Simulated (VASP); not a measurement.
Set up this calculation in VASP 6.6.1, as the native input.

```yaml
Task: relaxation of cell and atoms
Functional: RPBE
Potentials_or_basis: VASP PAW PBE potentials, release 64 (Sn_d, O)
Cutoff: 600 eV
k_mesh: 6 × 6 × 8
Occupations: gaussian, width 0.01 eV
Spin: no spin polarisation
Dipole_correction: no
Further_INCAR_settings: ALGO = Normal; EDIFF = 1e-06; IBRION = 2; EDIFFG = -0.01; NSW = 80; ISIF = 3
```

The structure of SnO2 lies in POSCAR:

```
SnO2
1.0
    4.7380000000      0.0000000000      0.0000000000
    0.0000000000      4.7380000000      0.0000000000
    0.0000000000      0.0000000000      3.1865000000
Sn O
2 4
Direct
    0.0000000000      0.0000000000      0.0000000000
    0.5000000000      0.5000000000      0.5000000000
    0.3071000000      0.3071000000      0.0000000000
    0.1929000000      0.8071000000      0.5000000000
    0.6929000000      0.6929000000      0.0000000000
    0.8071000000      0.1929000000      0.5000000000
```

One way to write it, as run:

INCAR

```
SYSTEM = SnO2
PREC = Accurate ; ENCUT = 600
EDIFF = 1E-6 ; ISMEAR = 0
SIGMA = 0.01 ; LREAL = .FALSE.
LASPH = .TRUE. ; NELM = 100
ALGO = Normal ; ISIF = 3
LWAVE = .FALSE. ; LCHARG = .FALSE.
GGA = RP ; IBRION = 2
NSW = 80 ; EDIFFG = -0.01
```

KPOINTS

```
Automatic mesh
0
G
  6 6 8
  0 0 0
```

Potentials or basis: VASP PAW PBE potentials, release 64 (Sn_d, O).

Launch:

```bash
$ cat potpaw_PBE.64/Sn_d/POTCAR potpaw_PBE.64/O/POTCAR > POTCAR
$ mpirun -np 1 vasp_std > vasp.out
```

It gave:

- Relaxed volume: 12.91 Å³/atom
- Relaxed cell: a = 4.878 Å, b = 4.878 Å, c = 3.256 Å, α = 90.00°, β = 90.00°, γ = 90.00°
- Space group after relaxing (to 0.1 Å): P4_2/mnm (No. 136)
- Energy gained by relaxing: 44.6 meV/atom
- Ionic steps: 11
- Pressure after relaxing: 0.0 GPa
- Band gap on the k mesh: 0.51 eV

Caveat: the PAW data sets were made with another functional, which shifts forces and pressure a little; spin-orbit coupling is left out, which moves the levels of the heavy elements.

Run time: 7.4 min on 1 thread of Intel(R) Xeon(R) 6975P-C (Granite Rapids) (shared host), peak memory 0.27 GiB.
